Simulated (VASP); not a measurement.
Input of a VASP 6.6.1 run:

Contents of INCAR:

```
SYSTEM = TiSi16
ALGO     = Normal         ! electronic algorithm
EDIFF    = 1E-6           ! SCF threshold, eV
ENCUT    = 520            ! plane-wave cutoff, eV
GGA      = PS             ! functional
ISIF     = 2              ! what is computed and relaxed
ISMEAR   = -1             ! smearing method
LASPH    = .True.         ! aspherical terms in the spheres
LCHARG   = .False.        ! write CHGCAR
LREAL    = Auto         
LWAVE    = .False.        ! write WAVECAR
NBANDS   = 52             ! bands
NELM     = 100            ! most SCF steps
PREC     = Accurate       ! precision mode
SIGMA    = 0.05           ! smearing width, eV
```

File KPOINTS:

```
k-points
0
Gamma
  2 2 2
  0 0 0
```

The input POSCAR:

```
TiSi16
1.0
    0.0000000000      5.4300000000      5.4300000000
    5.4300000000      0.0000000000      5.4300000000
    5.4300000000      5.4300000000      0.0000000000
Si Ti
16 1
Direct
    0.0183241252      0.0102946593      0.0517679558
    0.1732412523      0.1288213628      0.1893922652
    0.0100920810     -0.0148987109      0.5665930018
    0.1540699816      0.1096869245      0.6743462247
   -0.0203038674      0.4825874770      0.0564180479
    0.0022559853      0.6714825046      0.1929005525
   -0.0038858195      0.4682688766      0.5378084715
    0.1215653775      0.5907734807      0.6826335175
    0.5264180479     -0.0172651934      0.0253683241
    0.6517587477      0.1393646409      0.1268232044
    0.5343278085     -0.0365561694      0.5124677716
    0.6480662983      0.1005709024      0.6627808471
    0.4396869245      0.5201104972      0.0253222836
    0.6280386740      0.6031215470      0.1690699816
    0.5237845304      0.4687016575      0.5479650092
    0.6468324125      0.6117127072      0.6739042357
    0.2331491713      0.7483977901      0.3091712707
```

Potentials or basis: VASP PAW PBE potentials, release 64 (Si, Ti_sv).

Launch:

```sh
$ cat potpaw_PBE.64/Si/POTCAR potpaw_PBE.64/Ti_sv/POTCAR > POTCAR
$ mpirun -np 1 vasp_std > vasp.out
```

(1) Estimate the band gap on the k mesh.

(2) Estimate the pressure.

(3) Predict the largest force.

## Answers

(1) zero (band 38 reaches 6.93 eV, above the bottom of band 39 at 6.39 eV).

(2) 1.3 GPa.

(3) 2.398 eV/Å.

Caveat: the k points lie up to 0.50 Å⁻¹ apart; the PAW data sets were made with another functional, which shifts forces and pressure a little.
